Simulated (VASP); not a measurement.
# MgO (P2_1) in VASP: a series of runs

Runs on MgO. Level: PBEsol. Tasks: single point.

Program: VASP 6.6.1. These are calculated values, not measurements. Logs are shortened: lines on timing, memory, paths and dates and some standing lists are left out, and cuts for length are marked.

**1. The cell of the first run**

The structure is monoclinic, space group P2_1 (No. 4). Conventional cell: a = 3.303 Å, b = 5.019 Å, c = 3.303 Å, α = 90.00°, β = 120.00°, γ = 90.00°. Mg (site symmetry 1) has 4 O at 1.97 to 2.01 Å within 2.6 Å. Within 2.6 Å of O (site symmetry 1) lie 4 Mg at 1.97 to 2.01 Å.

**2. Single point, PBEsol (mode 4 frozen in at -0.072 Å and mode 5 at -0.108 Å (largest displacements))**

INCAR

```
SYSTEM = MgO
PREC = Accurate
ENCUT = 520
EDIFF = 1E-6
ISMEAR = 0
SIGMA = 0.05
LREAL = .False.
LASPH = .True.
NELM = 100
ALGO = Normal
ISIF = 2
LWAVE = .False.
LCHARG = .False.
GGA = PS
NBANDS = 16
```

KPOINTS

```
regular mesh
0
Gamma
  9 9 6
  0 0 0
```

POSCAR

```
MgO
1.0
    3.3034677759      0.0000000000      0.0000000000
   -1.6517338880      2.8608870145      0.0000000000
    0.0000000000      0.0000000000      5.0193881071
Mg O
2 2
Direct
    0.2926627901      0.6289161370      0.0036583441
    0.7073372099      0.3710838630      0.5036583441
    0.3710634689      0.7016879004      0.4009416559
    0.6289365311      0.2983120996      0.9009416559
```

Potentials or basis: VASP PAW PBE potentials, release 64 (Mg, O).

The run is started by

```console
cat potpaw_PBE.64/Mg/POTCAR potpaw_PBE.64/O/POTCAR > POTCAR
mpirun -np 1 vasp_std > vasp.out
```

OUTCAR:

```text
SYSTEM = MgO
   PREC = Accurate
   ENCUT = 520
   EDIFF = 1E-6
   ISMEAR = 0
   LREAL = .False.
   LASPH = .True.
   NELM = 100
   ISIF = 2
   GGA = PS

 ion  position               nearest neighbor table
   1  0.293  0.629  0.004-   4 1.97   4 1.98   4 1.98   3 2.01   2 3.02   2 3.02   2 3.17   2 3.17
                             2 3.29   2 3.29
   2  0.707  0.371  0.504-   3 1.97   3 1.98   3 1.98   4 2.01   1 3.02   1 3.02   1 3.17   1 3.17
                             1 3.29   1 3.29
   3  0.371  0.702  0.401-   2 1.97   2 1.98   2 1.98   1 2.01
   4  0.629  0.298  0.901-   1 1.97   1 1.98   1 1.98   2 2.01

  LATTYP: Found a hexagonal cell.
 ALAT       =     3.3034677759
 C/A-ratio  =     1.5194300195

  Lattice vectors:

 A1 = (   3.3034677759,   0.0000000000,   0.0000000000)
 A2 = (  -1.6517338880,   2.8608870145,   0.0000000000)
 A3 = (   0.0000000000,   0.0000000000,   5.0193881071)

Analysis of symmetry for initial positions (statically):
=====================================================================
 Subroutine PRICEL returns:
 Original cell was already a primitive cell.

 Routine SETGRP: Setting up the symmetry group for a
 hexagonal supercell.

 Subroutine GETGRP returns: Found  2 space group operations
 (whereof  1 operations were pure point group operations)
 out of a pool of 24 trial point group operations.

The static configuration has the point symmetry C_1 .
 The point group associated with its full space group is C_2 .

Analysis of symmetry for dynamics (positions and initial velocities):
=====================================================================
 Subroutine PRICEL returns:
 Original cell was already a primitive cell.

 Routine SETGRP: Setting up the symmetry group for a
 hexagonal supercell.

 Subroutine GETGRP returns: Found  2 space group operations
 (whereof  1 operations were pure point group operations)
 out of a pool of 24 trial point group operations.

The dynamic configuration has the point symmetry C_1 .
 The point group associated with its full space group is C_2 .

 Subroutine INISYM returns: Found  2 space group operations
 (whereof  1 operations are pure point group operations),
 and found     1 'primitive' translations

----------------------------------------------------------------------------------------

                                     Primitive cell

  volume of cell :      47.4375

  direct lattice vectors                    reciprocal lattice vectors
     3.303467776  0.000000000  0.000000000     0.302712201  0.174770971  0.000000000
    -1.651733888  2.860887014  0.000000000     0.000000000  0.349541941  0.000000000
     0.000000000  0.000000000  5.019388107     0.000000000  0.000000000  0.199227471
[... 90 lines left out ...]
   EDIFFG = 0.1E-04   stopping-criterion for IOM
   NSW    =      0    number of steps for IOM
   IBRION =     -1    ionic relax: 0-MD 1-quasi-New 2-CG
   NFREE  =      0    steps in history (QN), initial steepest desc. (CG)
   ISIF   =      2    stress and relaxation
   ISYM   =      2    0-nonsym 1-usesym 2-fastsym
   POTIM  = 0.5000    time-step for ionic-motion
   TEBEG  =    0.0;   TEEND  =   0.0 temperature during run
   PSTRESS=    0.0 pullay stress
   NELECT =      16.0000    total number of electrons
   NUPDOWN=      -1.0000    fix difference up-down
   EMIN   =  10.00;   EMAX   =-10.00  energy-range for DOS
   EFERMI =   0.00;   METHOD = LEGACY
   ISMEAR =     0;   SIGMA  =   0.05  broadening in eV -4-tet -1-fermi 0-gaus
   EFERMI_NEDOS =   21; number of points for ismear=-14 and -15
   IALGO  =     38    algorithm
   IMIX   =      4    mixing-type and parameters
     AMIX     =   0.40;   BMIX     =  1.00
     AMIX_MAG =   1.60;   BMIX_MAG =  1.00
  volume/ion in A,a.u.               =      11.86        80.03
  Fermi-wavevector in a.u.,A,eV,Ry     =   1.139570  2.153475 17.668792  1.298620
  Thomas-Fermi vector in A             =   2.276273
   LORBIT       =      0    0 simple, 1 ext, 2 COOP (PROOUT), +10 PAW based schemes
   GGA     = PS    functional components
   LHFCALC =     F    Hartree Fock is set to
   AEXX    =    0.0000 exact exchange contribution
   IVDW    =     0    specifies the selected vdW correction
   LEPSILON=     F    determine dielectric tensor
   LRPA    =     F    only Hartree local field effects (RPA)
 non-spin polarized calculation
 Gauss-broadening in eV      SIGMA  =   0.05
  energy-cutoff  :      520.00
  volume of cell :       47.44
 maximum number of plane-waves:      1296
 NGX is ok and might be reduce to    28
   NGX = 13   NGY = 13   NGZ = 19

 number of electron      15.9999998 magnetization

 Free energy of the ion-electron system (eV)
  ---------------------------------------------------
  ext. energy  EPLUGINS =         0.00000000
  ---------------------------------------------------
  free energy    TOTEN  =       -24.46323334 eV

  energy without entropy =      -24.46323334  energy(sigma->0) =      -24.46323334

 E-fermi :   1.2539     XC(G=0):  -9.9643

 val. band max:        1.0488358762   @ k =   0.0000   0.0000   0.0000
 cond. band min:       4.2907889712   @ k =   0.0000   0.0000   0.0000
 fundamental gap:      3.2419530949
 Fermi energy:         1.2538591605

 k-point     1 :       0.0000    0.0000    0.0000
  band No.  band energies     occupation
      1     -15.1580      2.00000
      2     -14.3394      2.00000
      3      -2.3126      2.00000
      4       0.1982      2.00000
      5       0.3147      2.00000
      6       0.4550      2.00000
[... 433 lines left out ...]
      3      -1.7119      2.00000
      4      -1.1841      2.00000
      5      -0.8900      2.00000
      6      -0.3639      2.00000
[... 8 lines left out ...]
     15      14.8609      0.00000
     16      16.7217      0.00000

 [... further k-points ...]
[... 5 lines left out ...]
  --------------------------------------------------------------------------------------
  -------------------------------------------------------------------------------------
  Total       -0.1786898     -0.3298035     -0.0171195     -0.1230634      0.0000000      0.0000000
  in kB       -6.0351602    -11.1389495     -0.5782043     -4.1564072      0.0000000      0.0000000
  external PRESSURE =      -5.9174380 kB  Pullay stress =       0.0000000 kB

 VOLUME and BASIS-vectors are now :
 -----------------------------------------------------------------------------
  energy-cutoff  :      520.00
  volume of cell :       47.44
      direct lattice vectors                 reciprocal lattice vectors
     3.303467776  0.000000000  0.000000000     0.302712201  0.174770971  0.000000000
    -1.651733888  2.860887014  0.000000000     0.000000000  0.349541941  0.000000000
     0.000000000  0.000000000  5.019388107     0.000000000  0.000000000  0.199227471

 POSITION                                       TOTAL-FORCE (eV/Angst)
 -----------------------------------------------------------------------------------
     -0.07200      1.79926      0.01836         0.288811      0.331917      0.092746
      1.72373      1.06163      2.52806        -0.288811     -0.331917      0.092746
      0.06679      2.00745      2.01248        -0.115888     -0.228535     -0.092746
      1.58494      0.85344      4.52218         0.115888      0.228535     -0.092746
 -----------------------------------------------------------------------------------
    total drift:                               -0.000000     -0.000000      0.001253

  FREE ENERGIE OF THE ION-ELECTRON SYSTEM (eV)
  ---------------------------------------------------
  free  energy   TOTEN  =       -24.4632333380 eV

  energy  without entropy=      -24.4632333380  energy(sigma->0) =      -24.46323334
```

Wall time 2.3 min (1 thread of Intel Xeon Platinum 8488C (Sapphire Rapids), shared host); peak memory 0.25 GiB.

What came out:

```
Free energy            : -24.4632 eV
Pressure               : -0.6 GPa
Largest force          : 0.450 eV/Å
Band gap on the k mesh : 3.24 eV, direct
```

Forces in eV/Å, atoms in the order of the input:
```
Mg   0.289  0.332  0.093
Mg  -0.289 -0.332  0.093
O   -0.116 -0.229 -0.093
O    0.116  0.229 -0.093
```

Caveat: the cell differs from its parent crystal (mode 4 frozen in at -0.072 Å and mode 5 at -0.108 Å (largest displacements)); the PAW data sets were made with another functional, which shifts forces and pressure a little. A k mesh can miss the band edges.

**3. Single point, PBEsol (mode 4 frozen in at -0.072 Å and mode 5 at +0.072 Å (largest displacements))**

INCAR

```
SYSTEM = MgO
PREC = Accurate
ENCUT = 520
EDIFF = 1E-6
ISMEAR = 0
SIGMA = 0.05
LREAL = .FALSE.
LASPH = .TRUE.
NELM = 100
ALGO = Normal
ISIF = 2
LWAVE = .FALSE.
LCHARG = .TRUE.
GGA = PS
LELF = .TRUE.
LVHAR = .TRUE.
NBANDS = 16
```

KPOINTS

```
Automatic mesh
0
G
  9 9 6
  0 0 0
```

POSCAR

```
MgO
1.0
    3.3034677759      0.0000000000      0.0000000000
   -1.6517338880      2.8608870145      0.0000000000
    0.0000000000      0.0000000000      5.0193881071
Mg O
2 2
Direct
    0.3241215648      0.6918336864      0.0036583441
    0.6758784352      0.3081663136      0.5036583441
    0.3418791075      0.6433191775      0.4009416559
    0.6581208925      0.3566808225      0.9009416559
```

Potentials or basis: VASP PAW PBE potentials, release 64 (Mg, O).

The run is started by

```console
cat potpaw_PBE.64/Mg/POTCAR potpaw_PBE.64/O/POTCAR > POTCAR
mpirun -np 1 vasp_std > vasp.out
```

It took 2 min on 1 thread of Intel Xeon Platinum 8488C (Sapphire Rapids), shared host; peak memory 0.26 GiB.

Results (log left out):

| Item | Value |
| --- | --- |
| Free energy | -24.4979 eV |
| Pressure | -0.5 GPa |
| Largest force | 0.316 eV/Å |
| Band gap on the k mesh | 3.28 eV, direct |

Forces on the atoms (eV/Å):
```
Mg   0.201 -0.237  0.059
Mg  -0.201  0.237  0.059
O   -0.164  0.145 -0.059
O    0.164 -0.145 -0.059
```

Stress tensor (GPa, compression positive):
```
-0.69  0.35  0.00
 0.35 -0.60  0.00
 0.00  0.00 -0.19
```

Levels at points of the mesh, in eV from the valence-band top:
```csv
k point,band 5,band 6,band 7,band 8,band 9,band 10,band 11,band 12
"(0.00, 0.00, 0.00)",-0.72,-0.54,-0.36,0.00,3.28,8.31,10.08,13.73
"(0.00, 0.00, 0.50)",-0.63,-0.63,-0.59,-0.59,5.79,5.79,12.94,12.94
```

Caveat: the cell differs from its parent crystal (mode 4 frozen in at -0.072 Å and mode 5 at +0.072 Å (largest displacements)); the PAW data sets were made with another functional, which shifts forces and pressure a little.

**4. Single point, PBEsol (mode 4 frozen in at -0.072 Å and mode 5 at -0.072 Å (largest displacements))**

INCAR

```
SYSTEM = MgO
  ALGO = Normal
  EDIFF = 1E-6
  ENCUT = 520
  GGA = PS
  ISIF = 2
  ISMEAR = 0
  LASPH = .True.
  LCHARG = .False.
  LREAL = .False.
  LWAVE = .False.
  NBANDS = 16
  NELM = 100
  PREC = Accurate
  SIGMA = 0.05
```

KPOINTS

```
k-points
0
Gamma
  9 9 6
  0 0 0
```

POSCAR

```
MgO
1.0
    3.3034677759      0.0000000000      0.0000000000
   -1.6517338880      2.8608870145      0.0000000000
    0.0000000000      0.0000000000      5.0193881071
Mg O
2 2
Direct
    0.2989545450      0.6414996469      0.0036583441
    0.7010454550      0.3585003531      0.5036583441
    0.3652265966      0.6900141558      0.4009416559
    0.6347734034      0.3099858442      0.9009416559
```

The run is started by

```console
cat potpaw_PBE.64/Mg/POTCAR potpaw_PBE.64/O/POTCAR > POTCAR
mpirun -np 1 vasp_std > vasp.out
```

It took 1.8 min on 1 thread of Intel Xeon Platinum 8488C (Sapphire Rapids), shared host; peak memory 0.26 GiB.

The run converged. Its results:

| Property | Result |
| --- | --- |
| Free energy | -24.4962 eV |
| Pressure | -0.5 GPa |
| Largest force | 0.365 eV/Å |
| Band gap on the k mesh | 3.29 eV, direct |

Forces in eV/Å, atoms in the order of the input:
```
Mg   0.272  0.236  0.059
Mg  -0.272 -0.236  0.059
O   -0.126 -0.145 -0.059
O    0.126  0.145 -0.059
```

Stress tensor (GPa, compression positive):
```
-0.61 -0.26  0.00
-0.26 -0.71  0.00
 0.00  0.00 -0.15
```

Levels at points of the mesh, in eV from the valence-band top:
```tsv
k point	band 5	band 6	band 7	band 8	band 9	band 10	band 11	band 12
(0.00, 0.00, 0.00)	-0.73	-0.55	-0.35	0.00	3.28	8.30	10.08	13.69
(0.00, 0.00, 0.50)	-0.63	-0.63	-0.59	-0.59	5.79	5.79	12.93	12.93
```

Caveat: the cell differs from its parent crystal (mode 4 frozen in at -0.072 Å and mode 5 at -0.072 Å (largest displacements)); the PAW data sets were made with another functional, which shifts forces and pressure a little. A k mesh can miss the band edges.
